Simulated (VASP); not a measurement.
The system is Ga4P.

```
CELL_PARAMETERS angstrom
-2.26822 2.26822 4.28862
2.26822 -2.26822 4.28862
2.26822 2.26822 -4.28862
ATOMIC_POSITIONS crystal
Ga 0.24500 0.24500 0.00000
Ga 0.75500 0.75500 0.00000
Ga 0.50000 0.00000 0.50000
Ga 0.00000 0.50000 0.50000
P 0.00000 0.00000 0.00000
```

The cell was built from a structure type or drawn by symmetry, and may not be a known phase.

| Property | Result |
| --- | --- |
| Program | VASP 6.6.1 |
| Task | relaxation of cell and atoms |
| Functional | PBE |
| Potentials or basis | VASP PAW PBE potentials, release 64 (Ga_d, P) |
| Cutoff | 600 eV |
| k mesh | 6 × 6 × 6 |
| Occupations | gaussian, width 0.1 eV |
| Spin | no spin polarisation |

At the start: pressure 18.6 GPa; volume 17.65 Å³/atom.

Task: Where does the relaxation end?

Result: Over 20 steps the energy falls by 479.0 meV/atom and the volume is 19.91 Å³/atom (+12.8 %); space group I4/mmm (No. 139, to 0.1 Å) before and after.

The path:
| step | energy change (eV) | largest force (eV/Å) | pressure (GPa) | volume (Å³) |
| --- | --- | --- | --- | --- |
| 1 | 0.0000 | 4.8499 | 18.60 | 88.26 |
| 2 | -1.6595 | 0.1136 | -2.88 | 116.86 |
| 3 | -1.7460 | 0.5440 | -0.57 | 108.54 |
| 4 | -1.7463 | 0.5126 | -0.74 | 108.98 |
| 5 | -1.8023 | 0.5262 | -0.70 | 107.94 |
| 6 | -1.9677 | 0.5825 | -0.32 | 104.72 |
| 7 | -2.2376 | 0.6119 | 1.97 | 97.85 |
| 8 | -1.0431 | 1.5340 | 18.32 | 82.36 |
| 9 | -2.1149 | 1.2618 | 3.39 | 96.73 |
| 10 | -2.0192 | 1.6042 | 8.00 | 89.80 |
| 11 | -2.0306 | 1.5513 | 7.95 | 89.76 |
| 12 | -2.0575 | 1.3784 | 7.85 | 89.62 |
| 13 | -2.0764 | 0.9999 | 8.00 | 89.34 |
| 14 | -2.1076 | 0.9323 | 7.50 | 89.79 |
| 15 | -2.1906 | 0.7513 | 6.10 | 91.13 |
| 16 | -2.3094 | 0.4654 | 3.77 | 93.87 |
| 17 | -2.3946 | 0.0627 | 0.07 | 99.46 |
| 18 | -2.3948 | 0.0496 | -0.08 | 99.67 |
| 19 | -2.3948 | 0.0466 | -0.02 | 99.64 |
| 20 | -2.3950 | 0.0341 | 0.00 | 99.55 |

Final structure:
```cif
data_structure
_symmetry_space_group_name_H-M 'P 1'
_symmetry_Int_Tables_number 1
_cell_length_a 5.2395
_cell_length_b 5.2395
_cell_length_c 5.2395
_cell_angle_alpha 121.345
_cell_angle_beta 121.345
_cell_angle_gamma 87.685
_cell_volume 99.55
loop_
_atom_site_label
_atom_site_type_symbol
_atom_site_fract_x
_atom_site_fract_y
_atom_site_fract_z
_atom_site_occupancy
Ga1 Ga 0.32166 0.32166 0.00000 1
Ga2 Ga 0.67834 0.67834 0.00000 1
Ga3 Ga 0.50000 0.00000 0.50000 1
Ga4 Ga 0.00000 0.50000 0.50000 1
P1 P 0.00000 0.00000 0.00000 1
```
